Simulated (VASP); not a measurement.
The system is SnBi3O.

```
Sn Bi O
1.0
     5.20637    0.00000    0.00000
     0.00000    5.20637    0.00000
     0.00000    0.00000    5.20637
Sn Bi O
1 3 1
Direct
  0.00000 0.00000 0.00000
  0.50000 0.50000 0.00000
  0.00000 0.50000 0.50000
  0.50000 0.00000 0.50000
  0.50000 0.50000 0.50000
```

The cell was generated, and may not be a known phase.

```yaml
Program: VASP 6.6.1
Task: relaxation of cell and atoms
Functional: PBE
Potentials_or_basis: VASP PAW PBE potentials, release 64 (Sn_d, Bi_d, O)
Cutoff: 600 eV
k_mesh: 4 × 4 × 4
Occupations: gaussian, width 0.1 eV
Spin: no spin polarisation
```

At the start: pressure -4.5 GPa; volume 28.23 Å³/atom.

Where does the relaxation end?

Over 3 steps the energy falls by 36.3 meV/atom and the volume is 25.84 Å³/atom (-8.5 %); space group Pm-3m (No. 221, to 0.1 Å) before and after.

Step by step:
| step | energy change (eV) | largest force (eV/Å) | pressure (GPa) | volume (Å³) |
| --- | --- | --- | --- | --- |
| 1 | 0.0000 | 0.0000 | -4.47 | 141.13 |
| 2 | -0.1611 | 0.0000 | 1.86 | 125.65 |
| 3 | -0.1813 | 0.0000 | 0.01 | 129.18 |

Final structure:
```cif
data_structure
_symmetry_space_group_name_H-M 'P 1'
_symmetry_Int_Tables_number 1
_cell_length_a 5.0552
_cell_length_b 5.0552
_cell_length_c 5.0552
_cell_angle_alpha 90.000
_cell_angle_beta 90.000
_cell_angle_gamma 90.000
_cell_volume 129.18
loop_
_atom_site_label
_atom_site_type_symbol
_atom_site_fract_x
_atom_site_fract_y
_atom_site_fract_z
_atom_site_occupancy
Sn1 Sn 0.00000 0.00000 0.00000 1
Bi1 Bi 0.50000 0.50000 0.00000 1
Bi2 Bi 0.00000 0.50000 0.50000 1
Bi3 Bi 0.50000 0.00000 0.50000 1
O1 O 0.50000 0.50000 0.50000 1
```
